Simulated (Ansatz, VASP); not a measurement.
## TaN in VASP and in Ansatz

The input INCAR:

```
PREC = Accurate ; ENCUT = 600
EDIFF = 1E-6 ; ISMEAR = 0
SIGMA = 0.15 ; LREAL = F
LASPH = T ; NELM = 120
ALGO = Normal ; ISIF = 2
LWAVE = F ; LCHARG = F
GGA = PS ; NBANDS = 16
GGA_COMPAT = F
```

Contents of KPOINTS:

```
Automatic mesh
0
Gamma
  20 20 20
```

The input POSCAR:

```
TaN
1.0
   -0.1041764838      2.1281767411      2.1281767411
    2.1281767411     -0.1041764838      2.1281767411
    2.1281767411      2.1281767411     -0.1041764838
Ta N
1 1
Direct
    0.5000000000      0.5000000000      0.5000000000
    0.0000000000      0.0000000000      0.0000000000
```

Input for Ansatz:

```yaml
crystal:
  lattice:
    - [-0.1041764838, 2.1281767411, 2.1281767411]
    - [2.1281767411, -0.1041764838, 2.1281767411]
    - [2.1281767411, 2.1281767411, -0.1041764838]
  atoms:
    - { symbol: Ta, position: [0.5, 0.5, 0.5] }
    - { symbol: "N", position: [0.0, 0.0, 0.0] }
basis:
  ecutwfc: 420
kpoints:
  mp_grid: { grid: [20, 20, 20] }
hamiltonian:
  xc: pbesol
scf:
  occupations: { method: gaussian, width: 0.15 }
output:
  forces: true
  stress: true
  eigenvalues: true
```

Alike in both runs: task single point; functional PBEsol; k mesh 20 × 20 × 20; occupations gaussian, width 0.15 eV; no spin polarisation.

|  | VASP | Ansatz |
| --- | --- | --- |
| version | VASP 6.6.1 | Ansatz 0.2.0 |
| potentials or method | VASP PAW PBE potentials, release 64 (Ta_sv_GW, N), cutoff 600 eV | scalar-relativistic, plane waves, PAW |
| valence electrons in the cell | 18 | 18 |

VASP gave:

* gap on the k mesh at the Fermi level (eV): none
* pressure (GPa): 4.8
* traceless stress, the component that is largest in VASP (GPa): 3.73

Problem. Estimate Ansatz's values.

Solution. gap on the k mesh at the Fermi level (eV): none; pressure (GPa): 4.7; traceless stress, the component that is largest in VASP (GPa): 3.74.

VASP's potentials were made for PBE, not for PBEsol. A gap of «none» marks a metal or a gap that the smearing closes.

Spin-orbit coupling is off throughout.
